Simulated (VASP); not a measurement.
# SnSe2 (Cm) in VASP: notebook, part 2 of 2

VASP 6.6.1.

## (3) Single point, PBE

The input, INCAR:

```
SYSTEM = SnSe2
  PREC = Accurate
  ENCUT = 520
  EDIFF = 1E-6
  ISMEAR = 0
  SIGMA = 0.05
  LREAL = .FALSE.
  LASPH = .TRUE.
  NELM = 80
  ALGO = Normal
  ISIF = 2
  LWAVE = .FALSE.
  LCHARG = .FALSE.
  GGA = PE
  NBANDS = 20
```

The input, KPOINTS:

```
regular mesh
0
G
  12 12 6
  0 0 0
```

The input, POSCAR:

```
SnSe2
1.0
    3.8109987816      0.0000000000      0.0000000000
   -1.9054993908      3.3004217586      0.0000000000
    0.0000000000      0.0000000000      6.1370000000
Sn Se
1 2
Direct
    0.0000000000      0.0000000000      0.0000000000
    0.3053730849      0.6107461697      0.2290298137
    0.6387064182      0.2774128364      0.7290298137
```

Potentials or basis: VASP PAW PBE potentials, release 64 (Sn_d, Se).

The run is started by

```console
$ cat potpaw_PBE.64/Sn_d/POTCAR potpaw_PBE.64/Se/POTCAR > POTCAR
$ mpirun -np 1 vasp_std > vasp.out
```

OUTCAR:

```text
SYSTEM = SnSe2
   PREC = Accurate
   ENCUT = 520
   EDIFF = 1E-6
   ISMEAR = 0
   LREAL = .FALSE.
   LASPH = .TRUE.
   NELM = 80
   ISIF = 2
   GGA = PE

 ion  position               nearest neighbor table
   1  0.000  0.000  0.000-   2 2.46   3 2.69   3 2.69   2 2.69   2 2.69   3 2.91
   2  0.305  0.611  0.229-   1 2.46   1 2.69   1 2.69
   3  0.639  0.277  0.729-   1 2.69   1 2.69   1 2.91

  LATTYP: Found a hexagonal cell.
 ALAT       =     3.8109987816
 C/A-ratio  =     1.6103390087

  Lattice vectors:

 A1 = (   3.8109987816,   0.0000000000,   0.0000000000)
 A2 = (  -1.9054993908,   3.3004217586,   0.0000000000)
 A3 = (   0.0000000000,   0.0000000000,   6.1370000000)

Analysis of symmetry for initial positions (statically):
=====================================================================
 Subroutine PRICEL returns:
 Original cell was already a primitive cell.

 Routine SETGRP: Setting up the symmetry group for a
 hexagonal supercell.

 Subroutine GETGRP returns: Found  2 space group operations
 (whereof  2 operations were pure point group operations)
 out of a pool of 24 trial point group operations.

The static configuration has the point symmetry C_1h.

Analysis of symmetry for dynamics (positions and initial velocities):
=====================================================================
 Subroutine PRICEL returns:
 Original cell was already a primitive cell.

 Routine SETGRP: Setting up the symmetry group for a
 hexagonal supercell.

 Subroutine GETGRP returns: Found  2 space group operations
 (whereof  2 operations were pure point group operations)
 out of a pool of 24 trial point group operations.

The dynamic configuration has the point symmetry C_1h.

 Subroutine INISYM returns: Found  2 space group operations
 (whereof  2 operations are pure point group operations),
 and found     1 'primitive' translations

----------------------------------------------------------------------------------------

                                     Primitive cell

  volume of cell :      77.1906

  direct lattice vectors                    reciprocal lattice vectors
     3.810998782  0.000000000  0.000000000     0.262398405  0.151495789  0.000000000
    -1.905499391  3.300421759  0.000000000     0.000000000  0.302991579  0.000000000
     0.000000000  0.000000000  6.137000000     0.000000000  0.000000000  0.162946065

  length of vectors
     3.810998782  3.810998782  6.137000000     0.302991579  0.302991579  0.162946065

  position of ions in fractional coordinates (direct lattice)
     0.000000000  0.000000000  0.000000000
     0.305373085  0.610746170  0.229029814
     0.638706418  0.277412836  0.729029814

  ion indices of the primitive-cell ions
   primitive index   ion index
                 1           1
                 2           2
                 3           3

----------------------------------------------------------------------------------------

 KPOINTS: regular mesh

Automatic generation of k-mesh.
 Grid dimensions read from file:
 generate k-points for:   12   12    6

 Generating k-lattice:

  Cartesian coordinates                     Fractional coordinates (reciprocal lattice)
     0.021866534  0.012624649  0.000000000     0.083333333 -0.000000000  0.000000000
     0.000000000  0.025249298  0.000000000     0.000000000  0.083333333  0.000000000
     0.000000000  0.000000000  0.027157677     0.000000000  0.000000000  0.166666667

  Length of vectors
     0.025249298  0.025249298  0.027157677

  Shift w.r.t. Gamma in fractional coordinates (k-lattice)
     0.000000000  0.000000000  0.000000000

 Subroutine IBZKPT returns following result:
 ===========================================

 Found    242 irreducible k-points:

 Following reciprocal coordinates:
            Coordinates               Weight
  0.000000  0.000000  0.000000      1.000000
  0.083333  0.000000  0.000000      4.000000
  0.000000  0.083333  0.000000      2.000000
  0.166667  0.000000  0.000000      4.000000
  0.000000  0.166667  0.000000      2.000000
  0.250000 -0.000000  0.000000      4.000000
[... 16 lines left out ...]
 -0.083333  0.416667  0.000000      4.000000
 -0.416667  0.333333  0.000000      4.000000
 [... further k-points ...]
   k-points           NKPTS =    242   k-points in BZ     NKDIM =    242   number of bands    NBANDS=     20
   number of dos      NEDOS =    301   number of ions     NIONS =      3
   total plane-waves  NPLWV =  37632
   dimension x,y,z NGX =    28 NGY =   28 NGZ =   48
   dimension x,y,z NGXF=    56 NGYF=   56 NGZF=   96
   ions per type =               1   2
   NGX,Y,Z   is equivalent  to a cutoff of  12.21, 12.21, 13.00 a.u.
   NGXF,Y,Z  is equivalent  to a cutoff of  24.43, 24.43, 26.01 a.u.
 SYSTEM =  SnSe2
   PREC   = accura    normal or accurate (medium, high low for compatibility)
   ISTART =      0    job   : 0-new  1-cont  2-samecut
   ICHARG =      2    charge: 1-file 2-atom 10-const
   ISPIN  =      1    spin polarized calculation?
   LNONCOLLINEAR =      F non collinear calculations
   LSORBIT =      F    spin-orbit coupling
   LASPH  =      T    aspherical Exc in radial PAW
   ENCUT  =  520.0 eV  38.22 Ry    6.18 a.u.   7.09  7.09 11.41*2*pi/ulx,y,z
   NELM   =     80;   NELMIN=  2; NELMDL= -5     # of ELM steps
   EDIFF  = 0.1E-05   stopping-criterion for ELM
   LREAL  =      F    real-space projection
   EDIFFG = 0.1E-04   stopping-criterion for IOM
   NSW    =      0    number of steps for IOM
   IBRION =     -1    ionic relax: 0-MD 1-quasi-New 2-CG
   NFREE  =      0    steps in history (QN), initial steepest desc. (CG)
   ISIF   =      2    stress and relaxation
   ISYM   =      2    0-nonsym 1-usesym 2-fastsym
   POTIM  = 0.5000    time-step for ionic-motion
   TEBEG  =    0.0;   TEEND  =   0.0 temperature during run
   PSTRESS=    0.0 pullay stress
   NELECT =      26.0000    total number of electrons
   NUPDOWN=      -1.0000    fix difference up-down
   EMIN   =  10.00;   EMAX   =-10.00  energy-range for DOS
   EFERMI =   0.00;   METHOD = LEGACY
   ISMEAR =     0;   SIGMA  =   0.05  broadening in eV -4-tet -1-fermi 0-gaus
   EFERMI_NEDOS =   21; number of points for ismear=-14 and -15
   IALGO  =     38    algorithm
   IMIX   =      4    mixing-type and parameters
     AMIX     =   0.40;   BMIX     =  1.00
     AMIX_MAG =   1.60;   BMIX_MAG =  1.00
  volume/ion in A,a.u.               =      25.73       173.64
  Fermi-wavevector in a.u.,A,eV,Ry     =   1.139054  2.152501 17.652812  1.297445
  Thomas-Fermi vector in A             =   2.275758
   LORBIT       =      0    0 simple, 1 ext, 2 COOP (PROOUT), +10 PAW based schemes
   GGA     = PE    functional components
   LHFCALC =     F    Hartree Fock is set to
   AEXX    =    0.0000 exact exchange contribution
   IVDW    =     0    specifies the selected vdW correction
   LEPSILON=     F    determine dielectric tensor
   LRPA    =     F    only Hartree local field effects (RPA)
 non-spin polarized calculation
 Gauss-broadening in eV      SIGMA  =   0.05
  energy-cutoff  :      520.00
  volume of cell :       77.19
 maximum number of plane-waves:      2109
   NGX = 15   NGY = 15   NGZ = 23

 number of electron      26.0000005 magnetization

 Free energy of the ion-electron system (eV)
  ---------------------------------------------------
  ext. energy  EPLUGINS =         0.00000000
  ---------------------------------------------------
  free energy    TOTEN  =       -11.49363574 eV

  energy without entropy =      -11.49363574  energy(sigma->0) =      -11.49363574

 E-fermi :   4.6407     XC(G=0):  -9.4564

 val. band max:        4.4387124666   @ k =   0.0000   0.0000   0.5000
 cond. band min:       4.8641813711   @ k =  -0.4167   0.0000   0.3333
 fundamental gap:      0.4254689044
 Fermi energy:         4.6407441710

 k-point     1 :       0.0000    0.0000    0.0000
  band No.  band energies     occupation
      1     -17.1898      2.00000
      2     -17.1530      2.00000
      3     -17.1182      2.00000
      4     -17.1041      2.00000
      5     -17.1023      2.00000
      6     -10.0060      2.00000
[... 12 lines left out ...]
     19      13.0235      0.00000
     20      13.2520      0.00000

 k-point     2 :       0.0833    0.0000    0.0000
  band No.  band energies     occupation
      1     -17.1902      2.00000
      2     -17.1539      2.00000
      3     -17.1167      2.00000
      4     -17.1042      2.00000
      5     -17.1027      2.00000
      6      -9.9369      2.00000
[... 498 lines left out ...]
 k-point    24 :      -0.4167    0.3333    0.0000
  band No.  band energies     occupation
      1     -17.2161      2.00000
      2     -17.1586      2.00000
      3     -17.1247      2.00000
      4     -17.0938      2.00000
      5     -17.0762      2.00000
      6      -8.7984      2.00000
[... 12 lines left out ...]
     19      12.9516      0.00000
     20      14.2375      0.00000

 [... further k-points ...]
[... 5 lines left out ...]
  --------------------------------------------------------------------------------------
  -------------------------------------------------------------------------------------
  Total        2.1945022      4.0157119      3.4838475      0.0000000      1.2744967      0.0000000
  in kB       45.5493555     83.3506043     72.3111622      0.0000000     26.4536077      0.0000000
  external PRESSURE =      67.0703740 kB  Pullay stress =       0.0000000 kB

 VOLUME and BASIS-vectors are now :
 -----------------------------------------------------------------------------
  energy-cutoff  :      520.00
  volume of cell :       77.19
      direct lattice vectors                 reciprocal lattice vectors
     3.810998782  0.000000000  0.000000000     0.262398405  0.151495789  0.000000000
    -1.905499391  3.300421759  0.000000000     0.000000000  0.302991579  0.000000000
     0.000000000  0.000000000  6.137000000     0.000000000  0.000000000  0.162946065

 POSITION                                       TOTAL-FORCE (eV/Angst)
 -----------------------------------------------------------------------------------
      0.00000      0.00000      0.00000         0.000000     -1.469987     -2.251857
      0.00000      2.01572      1.40556         0.000000      1.204953      2.128968
      1.90550      0.91558      4.47406         0.000000      0.265034      0.122889
 -----------------------------------------------------------------------------------
    total drift:                                0.000000     -0.000228     -0.000134

  FREE ENERGIE OF THE ION-ELECTRON SYSTEM (eV)
  ---------------------------------------------------
  free  energy   TOTEN  =       -11.4936357377 eV

  energy  without entropy=      -11.4936357377  energy(sigma->0) =      -11.49363574
```

OSZICAR:

```text
N       E                     dE             d eps       ncg     rms          rms(c)
DAV:   1     0.206802331362E+03    0.20680E+03   -0.12169E+04  9868   0.148E+03
DAV:   2     0.123156166244E+02   -0.19449E+03   -0.18710E+03 10168   0.386E+02
DAV:   3    -0.109786289650E+02   -0.23294E+02   -0.22739E+02 11876   0.115E+02
DAV:   4    -0.117942518994E+02   -0.81562E+00   -0.81426E+00 11512   0.224E+01
DAV:   5    -0.118135436785E+02   -0.19292E-01   -0.19290E-01 13448   0.364E+00    0.540E+00
DAV:   6    -0.115189912186E+02    0.29455E+00   -0.62079E-01 14732   0.806E+00    0.345E+00
DAV:   7    -0.114937772802E+02    0.25214E-01   -0.20118E-01 11332   0.279E+00    0.114E+00
DAV:   8    -0.114931830449E+02    0.59424E-03   -0.17133E-02 11604   0.121E+00    0.303E-01
DAV:   9    -0.114935851368E+02   -0.40209E-03   -0.23655E-03 11512   0.353E-01    0.906E-02
DAV:  10    -0.114936008343E+02   -0.15697E-04   -0.28236E-04 11204   0.105E-01    0.412E-02
DAV:  11    -0.114936290942E+02   -0.28260E-04   -0.51171E-05 11128   0.414E-02    0.103E-02
DAV:  12    -0.114936338471E+02   -0.47529E-05   -0.94329E-06 11812   0.186E-02    0.525E-03
DAV:  13    -0.114936355256E+02   -0.16785E-05   -0.28108E-06  9328   0.119E-02    0.214E-03
DAV:  14    -0.114936357377E+02   -0.21211E-06   -0.22994E-07  7304   0.337E-03
   1 F= -.11493636E+02 E0= -.11493636E+02  d E =-.352710E-11
```

stdout:

```text
POSCAR found type information on POSCAR SnSe
 POSCAR found :  2 types and       3 ions
 scaLAPACK will be used
 LDA part: xc-table for (Slater+PW92), standard interpolation
 POSCAR, INCAR and KPOINTS ok, starting setup
 FFT: planning ... GRIDC
 FFT: planning ... GRID_SOFT
 FFT: planning ... GRID
 WAVECAR not read
 entering main loop
```

Wall time 7 min (1 thread of Oxide Virtual Turin-like, shared host); peak memory 0.43 GiB.

Results:

```yaml
Free_energy: -11.4936 eV
Pressure: 6.7 GPa
Largest_force: 2.689 eV/Å
Band_gap_on_the_k_mesh: 0.43 eV (least direct gap 0.72 eV)
```

Forces in eV/Å, atoms in the order of the input:
```
Sn   0.000 -1.470 -2.252
Se   0.000  1.205  2.129
Se   0.000  0.265  0.123
```

Stress tensor (GPa, compression positive):
```
4.55 0.00 0.00
0.00 8.34 2.65
0.00 2.65 7.23
```

Levels at points of the mesh, in eV from the valence-band top:
```tsv
k point	band 10	band 11	band 12	band 13	band 14	band 15	band 16	band 17
(0.00, 0.00, 0.00)	-1.04	-0.57	-0.29	-0.03	0.68	2.76	4.22	4.54
(0.50, 0.00, 0.00)	-3.22	-3.03	-1.46	-0.45	0.76	3.43	5.09	5.58
(0.00, 0.50, 0.00)	-3.23	-3.02	-1.48	-0.51	0.92	3.51	5.17	5.20
(0.00, 0.00, 0.50)	-1.62	-1.09	-0.45	0.00	1.81	2.95	3.95	4.33
(0.50, 0.00, 0.50)	-2.94	-2.25	-1.15	-0.78	0.57	3.83	4.49	5.51
(0.00, 0.50, 0.50)	-2.87	-2.31	-1.10	-0.88	0.59	3.96	4.71	5.58
```

Caveat: the cell differs from its parent crystal (all Se atoms moved +0.225 Å, as atom 2 towards its neighbour atom 1 (Sn) at 2.682 Å); the cell stands under pressure; semilocal functionals underestimate gaps, and a narrow one can read as zero; spin-orbit coupling is left out, which moves the levels of the heavy elements; this functional lacks dispersion, which binds layers or chains, so the pressure and a relaxed spacing across them are unreliable; forces of over 1 eV/Å act on the atoms, so gaps and moduli don't describe the material at rest. A k mesh can miss the band edges.

## (4) Single point, PBE

The input, INCAR:

```
SYSTEM = SnSe2
PREC = Accurate
ENCUT = 520
EDIFF = 1E-7
ISMEAR = 0
SIGMA = 0.05
LREAL = .False.
LASPH = .True.
NELM = 80
ALGO = Normal
ISIF = 2
LWAVE = .False.
LCHARG = .False.
GGA = PE
NBANDS = 20
```

The input, KPOINTS:

```
regular mesh
0
Gamma
  12 12 6
  0 0 0
```

The input, POSCAR:

```
SnSe2
1.0
    3.8109987816      0.0000000000      0.0000000000
   -1.9054993908      3.3004217586      0.0000000000
    0.0000000000      0.0000000000      6.1370000000
Sn Se
1 2
Direct
    0.0000000000      0.0000000000      0.0000000000
    0.3519734990      0.7039469980      0.2639801242
    0.6853068323      0.3706136646      0.7639801242
```

The run is started by

```console
$ cat potpaw_PBE.64/Sn_d/POTCAR potpaw_PBE.64/Se/POTCAR > POTCAR
$ mpirun -np 1 vasp_std > vasp.out
```

Run time: 8.8 min. Hardware: 1 thread of Oxide Virtual Turin-like, shared host; peak memory 0.43 GiB.

Results (log left out):

```
Free energy            : -11.6444 eV
Pressure               : 5.9 GPa
Largest force          : 1.703 eV/Å
Band gap on the k mesh : 0.65 eV (least direct gap 0.97 eV)
```

Forces on the atoms (eV/Å):
```
Sn   0.000  0.888  1.445
Se   0.000 -0.239  0.129
Se   0.000 -0.649 -1.575
```

Stress tensor (GPa, compression positive):
```
4.74 0.00 0.00
0.00 6.40 1.17
0.00 1.17 6.67
```

Levels at points of the mesh, in eV from the valence-band top:
```
           k point  band 9  band 10  band 11  band 12  band 13  band 14  band 15  band 16  band 17  band 18
(0.00, 0.00, 0.00)   -1.17    -0.79    -0.41    -0.13    -0.02     0.95     2.93     4.50     4.65     8.03
(0.50, 0.00, 0.00)   -4.53    -2.99    -2.79    -1.27    -0.31     1.03     3.68     5.27     5.63     7.17
(0.00, 0.50, 0.00)   -4.42    -3.00    -2.77    -1.28    -0.34     1.11     3.72     5.37     5.40     7.24
(0.00, 0.00, 0.50)   -2.14    -1.18    -0.87    -0.27     0.00     2.19     3.02     4.23     4.41     8.06
(0.50, 0.00, 0.50)   -4.98    -2.64    -2.06    -0.92    -0.67     0.78     4.12     4.72     5.71     6.47
(0.00, 0.50, 0.50)   -4.88    -2.61    -2.08    -0.90    -0.73     0.79     4.17     4.83     5.77     6.27
```

Caveat: the cell differs from its parent crystal (all Se atoms moved -0.150 Å, as atom 2 towards its neighbour atom 1 (Sn) at 2.682 Å); the cell stands under pressure; semilocal functionals underestimate gaps, and a narrow one can read as zero; spin-orbit coupling is left out, which moves the levels of the heavy elements; this functional lacks dispersion, which binds layers or chains, so the pressure and a relaxed spacing across them are unreliable; forces of over 1 eV/Å act on the atoms, so gaps and moduli don't describe the material at rest. A k mesh can miss the band edges.

## (5) The runs side by side

| cell | gap on the mesh (eV) | pressure (GPa) | largest force (eV/Å) |
| --- | --- | --- | --- |
| as given, atomic positions A | 0.20 | 7.8 | 3.87 |
| as given, atomic positions B | 0.43 | 6.7 | 2.69 |
| as given, atomic positions C | 0.65 | 5.9 | 1.70 |

Alike in all rows: task single point; level PBE; potentials or basis VASP PAW PBE potentials, release 64 (Sn_d, Se); no spin polarisation; k mesh 12 × 12 × 6; cutoff (eV) 520; smearing gaussian 0.05 eV.

Caveats: semilocal functionals underestimate gaps, and a narrow one can read as zero; spin-orbit coupling is left out, which moves the levels of the heavy elements; this functional lacks dispersion, which binds layers or chains, so the pressure and a relaxed spacing across them are unreliable; forces of over 1 eV/Å act on the atoms, so gaps and moduli don't describe the material at rest; the cell stands under pressure (at least some runs); the stress differs along the axes, from 4 to 11 GPa (at least some runs).

Absolute energies hang on the potentials; compare differences alone.
